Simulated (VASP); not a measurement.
Write the native input for VASP 6.6.1 that does the following.

```yaml
Task: single point
Functional: PBE
Potentials_or_basis: VASP PAW PBE potentials, release 64 (Te, Mo_sv)
Cutoff: 500 eV
k_mesh: 5 × 5 × 5
Occupations: gaussian, width 0.2 eV
Spin: no spin polarisation
Dipole_correction: no
Further_INCAR_settings: ALGO = Normal; EDIFF = 1e-06; NBANDS = 24
```

The structure of TeMo2 lies in POSCAR:

```
TeMo2
1.0
    1.9807850068      1.1436067569      4.6135524660
   -1.9807850068      1.1436067569      4.6135524660
    0.0000000000     -2.2872135138      4.6135524660
Te Mo
1 2
Direct
    0.0000000000      0.0000000000      0.0000000000
    0.7893160981      0.7893160981      0.7893160981
    0.2106839019      0.2106839019      0.2106839019
```

The input as run:

INCAR

```
SYSTEM = TeMo2
ALGO = Normal
EDIFF = 1E-6
ENCUT = 500
GGA = PE
GGA_COMPAT = .False.
ISIF = 2
ISMEAR = 0
LASPH = .True.
LCHARG = .False.
LREAL = .False.
LWAVE = .False.
NBANDS = 24
NELM = 120
PREC = Accurate
SIGMA = 0.2
```

KPOINTS

```
k-points
0
Gamma
  5 5 5
  0 0 0
```

Potentials or basis: VASP PAW PBE potentials, release 64 (Te, Mo_sv).

The run is started by

```console
$ cat potpaw_PBE.64/Te/POTCAR potpaw_PBE.64/Mo_sv/POTCAR > POTCAR
$ mpirun -np 1 vasp_std > vasp.out
```

It gave:

* Pressure: 0.2 GPa
* Largest force: 0.028 eV/Å
* Band gap on the k mesh: zero (band 17 reaches 11.21 eV, above the bottom of band 18 at 9.52 eV)

Caveat: the k points lie up to 0.38 Å⁻¹ apart; spin-orbit coupling is left out, which moves the levels of the heavy elements.

Run time: 33 s on 1 thread of Intel(R) Xeon(R) Platinum 8559C (Emerald Rapids), on a shared host, peak memory 0.23 GiB.
